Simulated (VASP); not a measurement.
Here is a VASP 6.6.1 calculation.

The input POSCAR:

```
P
1.0
    1.7371541546      1.0029464188      3.1504069738
   -1.7371541546      1.0029464188      3.1504069738
    0.0000000000     -2.0058928376      3.1504069738
P
2
Direct
    0.7729197500      0.7729197500      0.7729197500
    0.2270802500      0.2270802500      0.2270802500
```

File INCAR.step1:

```
PREC = Accurate
ENCUT = 520
ISMEAR = -1
SIGMA = 0.05
LREAL = F
LASPH = T
NELM = 60
NBANDS = 12
GGA = PE
ALGO = Normal
EDIFF = 1E-4
LWAVE = T
LCHARG = F
```

The input INCAR.step2:

```
PREC = Accurate
ENCUT = 520
EDIFF = 1E-7
ISMEAR = -1
SIGMA = 0.05
LREAL = F
LASPH = T
NELM = 60
ALGO = Normal
ISIF = 2
LWAVE = F
LCHARG = F
METAGGA = R2SCAN
LMIXTAU = T
NBANDS = 12
ISTART = 1
```

Contents of KPOINTS:

```
regular mesh
0
Gamma
  9 9 9
```

Potentials or basis: VASP PAW PBE potentials, release 64 (P).

Command:

```console
$ cat potpaw_PBE.64/P/POTCAR > POTCAR
$ cp INCAR.step1 INCAR
$ mpirun -np 1 vasp_std > vasp.out
$ cp INCAR.step2 INCAR
$ mpirun -np 1 vasp_std > vasp.out
```

Q: What does it give for the band gap on the k mesh?

A: Zero (band 5 reaches 9.38 eV, above the bottom of band 6 at 8.68 eV).

Q: Estimate the pressure.

A: -1.6 GPa.

Q: What does it give for the largest force?

A: 0.187 eV/Å.

Forces in eV/Å, atoms in the order of the input:
```
P    0.000  0.000  0.187
P    0.000  0.000 -0.187
```

Caveat: the PAW data sets were made with another functional, which shifts forces and pressure a little.
